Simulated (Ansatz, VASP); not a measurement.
# Mg: VASP beside Ansatz

INCAR

```
ALGO     = Normal         # electronic algorithm
EDIFF    = 1E-8           # SCF threshold, eV
ENCUT    = 520            # plane-wave cutoff, eV
GGA      = CA             # functional
ISIF     = 2              # what is computed and relaxed
ISMEAR   = -1             # smearing method
LASPH    = T              # aspherical terms in the spheres
LCHARG   = F              # write CHGCAR
LEFG     = T            
LREAL    = F              # projectors in reciprocal space
LWAVE    = F              # write WAVECAR
NBANDS   = 7              # bands
NELM     = 60             # most SCF steps
PREC     = Accurate       # precision mode
SIGMA    = 0.03           # smearing width, eV
```

The input KPOINTS:

```
k-points
0
Gamma
  19 19 19
```

Contents of POSCAR:

```
Mg
1.0
   -1.4814053516      1.4814053516      1.4814053516
    1.4814053516     -1.4814053516      1.4814053516
    1.4814053516      1.4814053516     -1.4814053516
Mg
1
Direct
    0.0000000000      0.0000000000      0.0000000000
```

Input for Ansatz:

```yaml
crystal:
  lattice:
    - [-1.4814053516, 1.4814053516, 1.4814053516]
    - [1.4814053516, -1.4814053516, 1.4814053516]
    - [1.4814053516, 1.4814053516, -1.4814053516]
  atoms:
    - { symbol: Mg, position: [0.0, 0.0, 0.0] }
kpoints:
  mp_grid: { grid: [19, 19, 19] }
scf:
  occupations: { method: fermi_dirac, width: 0.03 }
hamiltonian:
  xc: lda
  pseudopotentials: { kind: all_electron, datasets: crystal }
output:
  forces: true
  stress: true
  eigenvalues: true
  efg: { contact_densities: true }
```

Change from the starting cell: volume scaled by 1.01, crystal datasets.

Alike in both runs: task electric field gradients; functional LDA; k mesh 19 × 19 × 19; occupations fermi-dirac, width 0.03 eV; no spin polarisation.

```csv
,VASP,Ansatz
version,VASP 6.6.1,Ansatz 0.2.0
potentials or method,"VASP PAW LDA potentials, release 64 (Mg), cutoff 520 eV","all-electron PAW with datasets made for the crystal, scalar-relativistic"
```

|  | VASP | Ansatz | Ansatz less VASP |
| --- | --- | --- | --- |
| pressure (GPa) | 53.8 | 53.5 | -0.30 |

LDA's correlation is that of Perdew and Zunger in VASP and of Perdew and Wang (1992) in Ansatz. Both programs put the cell under a high pressure, so it lies far from rest at this level. Ansatz ran all-electron here, and VASP with PAW potentials.
